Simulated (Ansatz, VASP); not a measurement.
**Si: VASP beside Ansatz**

File INCAR:

```
PREC     = Accurate       # precision mode
ENCUT    = 500            # plane-wave cutoff, eV
EDIFF    = 1E-6           # SCF threshold, eV
ISMEAR   = 0              # smearing method
SIGMA    = 0.1            # smearing width, eV
LREAL    = F              # projectors in reciprocal space
LASPH    = T              # aspherical terms in the spheres
NELM     = 120            # most SCF steps
ALGO     = Normal         # electronic algorithm
ISIF     = 2              # what is computed and relaxed
LWAVE    = F              # write WAVECAR
LCHARG   = T              # write CHGCAR
GGA      = PS             # functional
LELF     = T              # ELF
LVHAR    = T            
NBANDS   = 26             # bands
GGA_COMPAT= F
```

The input KPOINTS:

```
regular mesh
0
Gamma
  4 4 4
```

The input POSCAR:

```
Si
1.0
   -3.3278250000      3.3278250000      3.3278250000
    3.3278250000     -3.3278250000      3.3278250000
    3.3278250000      3.3278250000     -3.3278250000
Si
8
Direct
    0.2031140000      0.5000000000      0.0000000000
    0.0000000000      0.2031140000      0.5000000000
    0.5000000000      0.0000000000      0.2031140000
    0.2968860000      0.2968860000      0.2968860000
    0.7968860000      0.5000000000      0.0000000000
    0.0000000000      0.7968860000      0.5000000000
    0.5000000000      0.0000000000      0.7968860000
    0.7031140000      0.7031140000      0.7031140000
```

Input for Ansatz:

```yaml
crystal:
  lattice:
    - [-3.327825, 3.327825, 3.327825]
    - [3.327825, -3.327825, 3.327825]
    - [3.327825, 3.327825, -3.327825]
  atoms:
    - { symbol: Si, position: [0.203114, 0.5, 0.0] }
    - { symbol: Si, position: [0.0, 0.203114, 0.5] }
    - { symbol: Si, position: [0.5, 0.0, 0.203114] }
    - { symbol: Si, position: [0.296886, 0.296886, 0.296886] }
    - { symbol: Si, position: [0.796886, 0.5, 0.0] }
    - { symbol: Si, position: [0.0, 0.796886, 0.5] }
    - { symbol: Si, position: [0.5, 0.0, 0.796886] }
    - { symbol: Si, position: [0.703114, 0.703114, 0.703114] }
basis:
  ecutwfc: 420
kpoints:
  mp_grid: { grid: [4, 4, 4] }
hamiltonian:
  xc: pbesol
scf:
  occupations: { method: gaussian, width: 0.1 }
  lower_state_search: "off"
output:
  forces: true
  stress: true
  eigenvalues: true
```

Alike in both runs: task single point; functional PBEsol; k mesh 4 × 4 × 4; occupations gaussian, width 0.1 eV; no spin polarisation.

|  | VASP | Ansatz |
| --- | --- | --- |
| version | VASP 6.6.1 | Ansatz 0.2.0 |
| potentials or method | VASP PAW PBE potentials, release 64 (Si), cutoff 500 eV | scalar-relativistic, plane waves, PAW |
| valence electrons in the cell | 32 | 32 |

```csv
,VASP,Ansatz,Ansatz less VASP
gap on the k mesh at the Fermi level (eV),none,none,-
pressure (GPa),-2.0,-2.1,-0.11
rms of the force components (eV/Å),0.027,0.021,-0.0059
```

VASP's potentials were made for PBE, not for PBEsol. Atom by atom the forces differ by 0.006 eV/Å (rms over components). A gap of «none» marks a metal or a gap that the smearing closes.
